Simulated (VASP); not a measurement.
Runs of VASP 6.6.1 on SrCl2. It takes space group Fm-3m (No. 225, cubic). Conventional cell: a = 6.995 Å, b = 6.995 Å, c = 6.995 Å, α = 90.00°, β = 90.00°, γ = 90.00°. Within 4.0 Å of Sr (site symmetry m-3m) lie 8 Cl at 3.03 Å. Cl (site symmetry -43m) has 4 Sr at 3.03 Å and 6 Cl at 3.50 Å within 4.0 Å. 

```tsv
level	k mesh	smearing	grid for exact exchange (PRECFOCK)	share of exact exchange	gap on the mesh (eV)	pressure (GPa)
PBE	4 × 4 × 4	gaussian 0.01 eV	-	-	5.31	0.8
PBE	2 × 2 × 2	gaussian 0.01 eV	-	-	5.30	(b)
PBE	4 × 4 × 4	tetrahedron	-	-	5.31	0.8
PBE+D3(BJ)	4 × 4 × 4	gaussian 0.01 eV	-	-	5.31	-0.5
PBE-based global hybrid	4 × 4 × 4	gaussian 0.01 eV	Normal	0.35	(a)	-0.1
PBE-based global hybrid	4 × 4 × 4	gaussian 0.01 eV	Normal	0.3	7.73	0.0
```

Alike in all rows: task single point; potentials or basis VASP PAW PBE potentials, release 64 (Sr_sv, Cl); no spin polarisation; cell as given; cutoff (eV) 520.

**Question.** Fill in the values left out.

**Answer.** (a) 8.14; (b) 1.0.

Caveats: some runs use coarse meshes; the PAW data sets were made with another functional, which shifts forces and pressure a little (some runs).

A k mesh can miss the band edges, and the runs leave out spin-orbit coupling on Sr.
